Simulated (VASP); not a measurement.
Write the native input for VASP 6.6.1 that does the following.

```
Task                   : single point
Functional             : PBEsol
Potentials or basis    : VASP PAW PBE potentials, release 64 (Zn, Se)
Cutoff                 : 520 eV
k mesh                 : 6 × 6 × 6
Occupations            : methfessel-paxton, width 0.01 eV
Spin                   : no spin polarisation
Dipole correction      : no
Further INCAR settings : ALGO = Normal; EDIFF = 1e-07; NBANDS = 16
```

The structure of ZnSe (Stilleite) lies in POSCAR:

```
ZnSe
1.0
    4.0075980000      0.0000000000      0.0000000000
    2.0037990000      3.4706816762      0.0000000000
    2.0037990000      1.1568938921      3.2721900647
Zn Se
1 1
Direct
    0.0000000000      0.0000000000      0.0000000000
    0.2500000000      0.2500000000      0.2500000000
```

The input as run:

INCAR

```
SYSTEM = ZnSe
  ALGO = Normal
  EDIFF = 1E-7
  ENCUT = 520
  GGA = PS
  ISIF = 2
  ISMEAR = 1
  LASPH = .TRUE.
  LCHARG = .FALSE.
  LREAL = .FALSE.
  LWAVE = .FALSE.
  NBANDS = 16
  NELM = 60
  PREC = Accurate
  SIGMA = 0.01
```

KPOINTS

```
k-points
0
G
  6 6 6
  0 0 0
```

Potentials or basis: VASP PAW PBE potentials, release 64 (Zn, Se).

Run with:

```sh
$ cat potpaw_PBE.64/Zn/POTCAR potpaw_PBE.64/Se/POTCAR > POTCAR
$ mpirun -np 1 vasp_std > vasp.out
```

Results of the run:

```json
{"Pressure": "-0.8 GPa", "Band gap on the k mesh": "1.17 eV, direct"}
```

Caveat: the PAW data sets were made with another functional, which shifts forces and pressure a little.

Wall time 11 s on 1 thread of Intel(R) Xeon(R) 6975P-C (Granite Rapids) (shared host), peak memory 0.17 GiB.
